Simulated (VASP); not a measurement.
The system is CoSi2.

```
CELL_PARAMETERS angstrom
0.00000 2.67992 2.67992
2.67992 0.00000 2.67992
2.67992 2.67992 0.00000
ATOMIC_POSITIONS crystal
Co 0.00000 0.00000 0.00000
Si 0.25000 0.25000 0.25000
Si 0.75000 0.75000 0.75000
```

* Program: VASP 6.6.1
* Task: relaxation of cell and atoms
* Functional: PBE
* Dispersion: D3(BJ)
* Potentials or basis: VASP PAW PBE potentials, release 64 (Co, Si)
* Cutoff: 600 eV
* k mesh: 14 × 14 × 14
* Occupations: gaussian, width 0.1 eV
* Spin: no spin polarisation

At the start: pressure -5.9 GPa; volume 12.83 Å³/atom.

Task: How do energy, volume and symmetry change on relaxing?

Result: Over 3 steps the energy falls by 7.7 meV/atom and the volume is 12.42 Å³/atom (-3.2 %); space group Fm-3m (No. 225, to 0.1 Å) before and after.

The path:
| step | energy change (eV) | largest force (eV/Å) | pressure (GPa) | volume (Å³) |
| --- | --- | --- | --- | --- |
| 1 | 0.0000 | 0.0000 | -5.85 | 38.49 |
| 2 | 0.0074 | 0.0000 | 7.66 | 35.94 |
| 3 | -0.0232 | 0.0000 | -0.02 | 37.27 |

Final structure:
```xyz
3
Lattice="0.0000 2.6513 2.6513 2.6513 0.0000 2.6513 2.6513 2.6513 0.0000" Properties=species:S:1:pos:R:3 pbc="T T T"
Co    0.0000    0.0000    0.0000
Si    1.3256    1.3256    1.3256
Si    3.9769    3.9769    3.9769
```

Caveat: the run has no spin polarisation, though such a crystal can be magnetic.
